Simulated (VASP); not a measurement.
Wanted: the native input for a VASP 6.6.1 run.

| Property | Result |
| --- | --- |
| Task | single point |
| Functional | PBE |
| Potentials or basis | VASP PAW PBE potentials, release 64 (Zr_sv) |
| Cutoff | 520 eV |
| k mesh | 11 × 11 × 11 |
| Occupations | fermi-dirac, width 0.08 eV |
| Spin | no spin polarisation |
| Dipole correction | no |
| Further INCAR settings | ALGO = Normal; EDIFF = 1e-07; NBANDS = 19 |

The structure of Zr lies in POSCAR:

```
Zr
1.0
    0.0000000000      2.7622963560      2.7622963560
    2.7622963560      0.0000000000      2.7622963560
    2.7622963560      2.7622963560      0.0000000000
Zr
2
Direct
   -0.1250000000     -0.1250000000     -0.1250000000
    0.1250000000      0.1250000000      0.1250000000
```

This cell differs from its parent crystal: volume scaled by 0.68.

These files were run (other wordings do the same):

INCAR

```
SYSTEM = Zr
PREC = Accurate
ENCUT = 520
EDIFF = 1E-7
ISMEAR = -1
SIGMA = 0.08
LREAL = .False.
LASPH = .True.
NELM = 100
ALGO = Normal
ISIF = 2
LWAVE = .False.
LCHARG = .False.
GGA = PE
NBANDS = 19
```

KPOINTS

```
regular mesh
0
Gamma
  11 11 11
  0 0 0
```

Potentials or basis: VASP PAW PBE potentials, release 64 (Zr_sv).

The run is started by

```console
$ cat potpaw_PBE.64/Zr_sv/POTCAR > POTCAR
$ mpirun -np 1 vasp_std > vasp.out
```

Results of the run:

| Property | Result |
| --- | --- |
| Pressure | 27.3 GPa |
| Band gap on the k mesh | zero (band 12 reaches 10.42 eV, above the bottom of band 13 at 9.13 eV) |

It took 23 s on 1 thread of Intel(R) Xeon(R) 6975P-C (Granite Rapids), on a shared host, peak memory 0.18 GiB.
